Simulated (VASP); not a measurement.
# CsCdCl3 (Pm-3m) in VASP: single point with LDA

Aim: the single point of CsCdCl3 with LDA.

All numbers are computed with VASP 6.6.1; they aren't measurements. Logs are shortened: lines on timing, memory, paths and dates and some standing lists are left out, and cuts for length are marked.

## Step 1: The cell of the first run

It takes space group Pm-3m (No. 221, cubic). Conventional cell: a = 5.112 Å, b = 5.112 Å, c = 5.112 Å, α = 90.00°, β = 90.00°, γ = 90.00°. Within 4.7 Å of Cs (site symmetry m-3m) lie 12 Cl at 3.61 Å and 8 Cd at 4.43 Å. Within 3.4 Å of Cd (site symmetry m-3m) lie 6 Cl at 2.56 Å. Within 3.4 Å of Cl (site symmetry 4/mmm) lie 2 Cd at 2.56 Å.

## Step 2: Single point, LDA

Contents of INCAR:

```
ALGO = Normal ; EDIFF = 1E-6
ENCUT = 520 ; ISIF = 2
ISMEAR = 0 ; LASPH = True
LCHARG = False ; LREAL = False
LWAVE = False ; NBANDS = 29
NELM = 80 ; PREC = Accurate
SIGMA = 0.02
```

Contents of KPOINTS:

```
k-points
0
Gamma
  6 6 6
```

Contents of POSCAR:

```
CsCdCl3
1.0
    5.1121726469      0.0000000000      0.0000000000
    0.0000000000      5.1121726469      0.0000000000
    0.0000000000      0.0000000000      5.1121726469
Cs Cd Cl
1 1 3
Direct
    0.0000000000      0.0000000000      0.0000000000
    0.5000000000      0.5000000000      0.5000000000
    0.0000000000      0.5000000000      0.5000000000
    0.5000000000      0.0000000000      0.5000000000
    0.5000000000      0.5000000000      0.0000000000
```

Potentials or basis: VASP PAW LDA potentials, release 64 (Cs_sv, Cd, Cl).

Started as:

```bash
> cat potpaw_LDA.64/Cs_sv/POTCAR potpaw_LDA.64/Cd/POTCAR potpaw_LDA.64/Cl/POTCAR > POTCAR
> mpirun -np 1 vasp_std > vasp.out
```

OUTCAR:

```text
EDIFF = 1E-6
   ENCUT = 520
   ISIF = 2
   ISMEAR = 0
   LASPH = True
   LREAL = False
   NELM = 80
   PREC = Accurate

 ion  position               nearest neighbor table
   1  0.000  0.000  0.000-
   2  0.500  0.500  0.500-   3 2.56   4 2.56   5 2.56   5 2.56   4 2.56   3 2.56
   3  0.000  0.500  0.500-   2 2.56   2 2.56
   4  0.500  0.000  0.500-   2 2.56   2 2.56
   5  0.500  0.500  0.000-   2 2.56   2 2.56

  LATTYP: Found a simple cubic cell.
 ALAT       =     5.1121726469

  Lattice vectors:

 A1 = (   5.1121726469,   0.0000000000,   0.0000000000)
 A2 = (   0.0000000000,   5.1121726469,   0.0000000000)
 A3 = (   0.0000000000,   0.0000000000,   5.1121726469)

Analysis of symmetry for initial positions (statically):
=====================================================================
 Subroutine PRICEL returns:
 Original cell was already a primitive cell.

 Routine SETGRP: Setting up the symmetry group for a
 simple cubic supercell.

 Subroutine GETGRP returns: Found 48 space group operations
 (whereof 48 operations were pure point group operations)
 out of a pool of 48 trial point group operations.

The static configuration has the point symmetry O_h .

Analysis of symmetry for dynamics (positions and initial velocities):
=====================================================================
 Subroutine PRICEL returns:
 Original cell was already a primitive cell.

 Routine SETGRP: Setting up the symmetry group for a
 simple cubic supercell.

 Subroutine GETGRP returns: Found 48 space group operations
 (whereof 48 operations were pure point group operations)
 out of a pool of 48 trial point group operations.

The dynamic configuration has the point symmetry O_h .

 Subroutine INISYM returns: Found 48 space group operations
 (whereof 48 operations are pure point group operations),
 and found     1 'primitive' translations

----------------------------------------------------------------------------------------

                                     Primitive cell

  volume of cell :     133.6031

  direct lattice vectors                    reciprocal lattice vectors
     5.112172647  0.000000000  0.000000000     0.195611547  0.000000000  0.000000000
     0.000000000  5.112172647  0.000000000     0.000000000  0.195611547  0.000000000
[... 85 lines left out ...]
   NELM   =     80;   NELMIN=  2; NELMDL= -5     # of ELM steps
   EDIFF  = 0.1E-05   stopping-criterion for ELM
   LREAL  =      F    real-space projection
   EDIFFG = 0.1E-04   stopping-criterion for IOM
   NSW    =      0    number of steps for IOM
   IBRION =     -1    ionic relax: 0-MD 1-quasi-New 2-CG
   NFREE  =      0    steps in history (QN), initial steepest desc. (CG)
   ISIF   =      2    stress and relaxation
   ISYM   =      2    0-nonsym 1-usesym 2-fastsym
   POTIM  = 0.5000    time-step for ionic-motion
   TEBEG  =    0.0;   TEEND  =   0.0 temperature during run
   PSTRESS=    0.0 pullay stress
   NELECT =      42.0000    total number of electrons
   NUPDOWN=      -1.0000    fix difference up-down
   EMIN   =  10.00;   EMAX   =-10.00  energy-range for DOS
   EFERMI =   0.00;   METHOD = LEGACY
   ISMEAR =     0;   SIGMA  =   0.02  broadening in eV -4-tet -1-fermi 0-gaus
   EFERMI_NEDOS =   21; number of points for ismear=-14 and -15
   IALGO  =     38    algorithm
   IMIX   =      4    mixing-type and parameters
     AMIX     =   0.40;   BMIX     =  1.00
     AMIX_MAG =   1.60;   BMIX_MAG =  1.00
  volume/ion in A,a.u.               =      26.72       180.32
  Fermi-wavevector in a.u.,A,eV,Ry     =   1.113147  2.103542 16.858920  1.239096
  Thomas-Fermi vector in A             =   2.249728
   LORBIT       =      0    0 simple, 1 ext, 2 COOP (PROOUT), +10 PAW based schemes
   GGA     = CA    functional components
   LHFCALC =     F    Hartree Fock is set to
   AEXX    =    0.0000 exact exchange contribution
   IVDW    =     0    specifies the selected vdW correction
   LEPSILON=     F    determine dielectric tensor
   LRPA    =     F    only Hartree local field effects (RPA)
 non-spin polarized calculation
 Gauss-broadening in eV      SIGMA  =   0.02
  energy-cutoff  :      520.00
  volume of cell :      133.60
 maximum number of plane-waves:      3695
 NGX is ok and might be reduce to    40
   NGX = 19   NGY = 19   NGZ = 19

 number of electron      42.0000004 magnetization

 Free energy of the ion-electron system (eV)
  ---------------------------------------------------
  ext. energy  EPLUGINS =         0.00000000
  ---------------------------------------------------
  free energy    TOTEN  =       -16.83818889 eV

  energy without entropy =      -16.83818889  energy(sigma->0) =      -16.83818889

 E-fermi :   0.5371     XC(G=0):  -9.3705

 val. band max:        0.3946562556   @ k =   0.5000   0.5000   0.5000
 cond. band min:       2.0140533656   @ k =   0.0000   0.0000   0.0000
 fundamental gap:      1.6193971099
 Fermi energy:         0.5371414299

 k-point     1 :       0.0000    0.0000    0.0000
  band No.  band energies     occupation
      1     -18.6254      2.00000
      2     -13.4645      2.00000
      3     -12.8435      2.00000
      4     -12.8435      2.00000
      5      -6.2937      2.00000
      6      -6.2937      2.00000
[... 629 lines left out ...]
     28       8.8727      0.00000
     29       8.8727      0.00000

------------------------ aborting loop because EDIFF is reached ----------------------------------------

  FORCE on cell =-STRESS in cart. coord.  units (eV):
  Direction    XX          YY          ZZ          XY          YZ          ZX
  --------------------------------------------------------------------------------------
  -------------------------------------------------------------------------------------
  Total        0.2613487      0.2613487      0.2613487     -0.0000000      0.0000000     -0.0000000
  in kB        3.1341110      3.1341110      3.1341110     -0.0000000      0.0000000     -0.0000000
  external PRESSURE =       3.1341110 kB  Pullay stress =       0.0000000 kB

 VOLUME and BASIS-vectors are now :
 -----------------------------------------------------------------------------
  energy-cutoff  :      520.00
  volume of cell :      133.60
      direct lattice vectors                 reciprocal lattice vectors
     5.112172647  0.000000000  0.000000000     0.195611547  0.000000000  0.000000000
     0.000000000  5.112172647  0.000000000     0.000000000  0.195611547  0.000000000
     0.000000000  0.000000000  5.112172647     0.000000000  0.000000000  0.195611547

 POSITION                                       TOTAL-FORCE (eV/Angst)
 -----------------------------------------------------------------------------------
      0.00000      0.00000      0.00000         0.000000      0.000000      0.000000
      2.55609      2.55609      2.55609         0.000000      0.000000      0.000000
      0.00000      2.55609      2.55609         0.000000      0.000000      0.000000
      2.55609      0.00000      2.55609         0.000000      0.000000      0.000000
      2.55609      2.55609      0.00000         0.000000      0.000000      0.000000
 -----------------------------------------------------------------------------------
    total drift:                                0.000000      0.000000     -0.000000

  FREE ENERGIE OF THE ION-ELECTRON SYSTEM (eV)
  ---------------------------------------------------
  free  energy   TOTEN  =       -16.8381888888 eV

  energy  without entropy=      -16.8381888888  energy(sigma->0) =      -16.83818889
```

OSZICAR:

```text
N       E                     dE             d eps       ncg     rms          rms(c)
DAV:   1     0.291281620360E+03    0.29128E+03   -0.19825E+04  1160   0.131E+03
DAV:   2     0.369852812877E+01   -0.28758E+03   -0.27806E+03  1430   0.277E+02
DAV:   3    -0.175753855758E+02   -0.21274E+02   -0.21201E+02  1417   0.786E+01
DAV:   4    -0.178102029287E+02   -0.23482E+00   -0.23469E+00  1426   0.919E+00
DAV:   5    -0.178135888749E+02   -0.33859E-02   -0.33857E-02  1421   0.110E+00    0.970E+00
DAV:   6    -0.169619801864E+02    0.85161E+00   -0.15990E+00  1521   0.144E+01    0.791E+00
DAV:   7    -0.168475992330E+02    0.11438E+00   -0.58268E-01  1372   0.598E+00    0.382E+00
DAV:   8    -0.168410488330E+02    0.65504E-02   -0.18040E-01  1428   0.367E+00    0.838E-01
DAV:   9    -0.168384749220E+02    0.25739E-02   -0.24707E-02  1408   0.179E+00    0.306E-01
DAV:  10    -0.168381764113E+02    0.29851E-03   -0.27221E-03  1409   0.444E-01    0.556E-02
DAV:  11    -0.168381908510E+02   -0.14440E-04   -0.14020E-04  1375   0.778E-02    0.239E-02
DAV:  12    -0.168381889177E+02    0.19333E-05   -0.16817E-05  1463   0.269E-02    0.645E-03
DAV:  13    -0.168381888888E+02    0.28879E-07   -0.10351E-06  1015   0.900E-03
   1 F= -.16838189E+02 E0= -.16838189E+02  d E =-.137401E-25
```

It took 66 s on 1 thread of AMD EPYC 7R43 (Zen 3), shared host; peak memory 0.2 GiB.

Results:

```yaml
Free_energy: -16.8382 eV
Pressure: 0.3 GPa
Band_gap_on_the_k_mesh: 1.62 eV (least direct gap 2.34 eV)
```

Levels at points of the mesh, in eV from the valence-band top:
```
           k point  band 17  band 18  band 19  band 20  band 21  band 22  band 23  band 24  band 25  band 26
(0.00, 0.00, 0.00)    -1.12    -1.12    -0.72    -0.72    -0.72     1.62     5.56     5.69     5.69     7.02
(0.50, 0.00, 0.00)    -1.38    -1.08    -1.08    -1.05    -1.05     4.50     6.93     7.14     7.61     8.01
(0.50, 0.50, 0.00)    -1.33    -1.25    -1.25    -0.44    -0.01     6.39     7.10     7.10     7.60     8.01
(0.50, 0.50, 0.50)    -0.42    -0.42    -0.42     0.00     0.00     5.60     5.60     5.60     7.24     8.34
```

Caveat: spin-orbit coupling is left out, which moves the levels of the heavy elements. A k mesh can miss the band edges.
